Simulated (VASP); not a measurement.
Wanted: the native input for a VASP 6.6.1 run.

```yaml
Task: relaxation of cell and atoms
Functional: PBE
Potentials_or_basis: VASP PAW PBE potentials, release 64 (K_sv, Pt)
Cutoff: 600 eV
k_mesh: 14 × 14 × 14
Occupations: gaussian, width 0.1 eV
Spin: no spin polarisation
Dipole_correction: no
Further_INCAR_settings: ALGO = Normal; EDIFF = 1e-06; IBRION = 2; EDIFFG = -0.01; NSW = 100; ISIF = 3
```

The structure of KPt lies in POSCAR:

```
KPt
1.0
    3.7620670092      0.0000000000      0.0000000000
    0.0000000000      3.7620670092      0.0000000000
    0.0000000000      0.0000000000      3.7620670092
K Pt
1 1
Direct
    0.0000000000      0.0000000000      0.0000000000
    0.5000000000      0.5000000000      0.5000000000
```

One way to write it, as run:

INCAR

```
SYSTEM = KPt
  ALGO = Normal
  EDIFF = 1E-6
  EDIFFG = -0.01
  ENCUT = 600
  GGA = PE
  IBRION = 2
  ISIF = 3
  ISMEAR = 0
  LASPH = .True.
  LCHARG = .False.
  LREAL = .False.
  LWAVE = .False.
  NELM = 100
  NSW = 100
  PREC = Accurate
  SIGMA = 0.1
```

KPOINTS

```
k-points
0
Gamma
  14 14 14
  0 0 0
```

Potentials or basis: VASP PAW PBE potentials, release 64 (K_sv, Pt).

The run is started by

```sh
$ cat potpaw_PBE.64/K_sv/POTCAR potpaw_PBE.64/Pt/POTCAR > POTCAR
$ mpirun -np 1 vasp_std > vasp.out
```

It gave:

* Relaxed volume: 25.85 Å³/atom
* Relaxed cell: a = 3.725 Å, b = 3.725 Å, c = 3.725 Å, α = 90.00°, β = 90.00°, γ = 90.00°
* Space group after relaxing (to 0.05 Å): Pm-3m (No. 221)
* Energy gained by relaxing: 2.0 meV/atom
* Ionic steps: 3
* Pressure after relaxing: 0.0 GPa

Wall time 78 s on 1 thread of Intel(R) Xeon(R) 6975P-C (Granite Rapids), with other jobs on the host, peak memory 0.26 GiB.
